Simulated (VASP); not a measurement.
The system is Li6AlB3.

```xyz
10
Lattice="4.8569 0.0000 0.0000 0.0000 4.8569 0.0000 0.0000 0.0000 4.8569" Properties=species:S:1:pos:R:3 pbc="T T T"
Li    3.3774    2.4285    0.0000
Li    1.4795    2.4285    0.0000
Li    0.0000    3.3774    2.4285
Li    0.0000    1.4795    2.4285
Li    2.4285    0.0000    3.3774
Li    2.4285    0.0000    1.4795
Al    0.0000    0.0000    0.0000
B     2.4285    0.0000    0.0000
B     0.0000    2.4285    0.0000
B     0.0000    0.0000    2.4285
```

The cell was generated, and may not be a known phase.

| Property | Result |
| --- | --- |
| Program | VASP 6.6.1 |
| Task | relaxation of cell and atoms |
| Functional | PBE |
| Potentials or basis | VASP PAW PBE potentials, release 64 (Li_sv, Al, B_h) |
| Cutoff | 1230 eV |
| k mesh | 4 × 4 × 4 |
| Occupations | gaussian, width 0.1 eV |
| Spin | no spin polarisation |

At the start: pressure 25.5 GPa; volume 11.46 Å³/atom.

**Question.** Where does the relaxation end?

**Answer.** Over 10 steps the energy falls by 612.3 meV/atom and the volume is 17.33 Å³/atom (+51.2 %); space group Pm-3 (No. 200, to 0.1 Å) before and after.

The path:
| step | energy change (eV) | largest force (eV/Å) | pressure (GPa) | volume (Å³) |
| --- | --- | --- | --- | --- |
| 1 | 0.0000 | 5.8372 | 25.55 | 114.57 |
| 2 | -5.0675 | 2.5439 | 1.42 | 147.61 |
| 3 | -5.5568 | 0.7942 | 4.71 | 139.54 |
| 4 | -5.5599 | 0.6767 | 4.98 | 139.01 |
| 5 | -5.8679 | 0.3700 | 3.07 | 148.44 |
| 6 | -6.1042 | 0.0488 | 0.86 | 165.51 |
| 7 | -6.1175 | 0.1432 | 0.43 | 170.46 |
| 8 | -6.1178 | 0.1647 | 0.33 | 171.68 |
| 9 | -6.1226 | 0.0442 | -0.11 | 173.73 |
| 10 | -6.1230 | 0.0017 | -0.01 | 173.27 |

Final structure:
```cif
data_structure
_symmetry_space_group_name_H-M 'P 1'
_symmetry_Int_Tables_number 1
_cell_length_a 5.5750
_cell_length_b 5.5750
_cell_length_c 5.5750
_cell_angle_alpha 90.000
_cell_angle_beta 90.000
_cell_angle_gamma 90.000
_cell_volume 173.27
loop_
_atom_site_label
_atom_site_type_symbol
_atom_site_fract_x
_atom_site_fract_y
_atom_site_fract_z
_atom_site_occupancy
Li1 Li 0.66388 0.50000 0.00000 1
Li2 Li 0.33612 0.50000 0.00000 1
Li3 Li 0.00000 0.66388 0.50000 1
Li4 Li 0.00000 0.33612 0.50000 1
Li5 Li 0.50000 0.00000 0.66388 1
Li6 Li 0.50000 0.00000 0.33612 1
Al1 Al 0.00000 0.00000 0.00000 1
B1 B 0.50000 0.00000 0.00000 1
B2 B 0.00000 0.50000 0.00000 1
B3 B 0.00000 0.00000 0.50000 1
```

Caveat: the volume moved by over 15 % at a fixed basis, so the end points are rough.
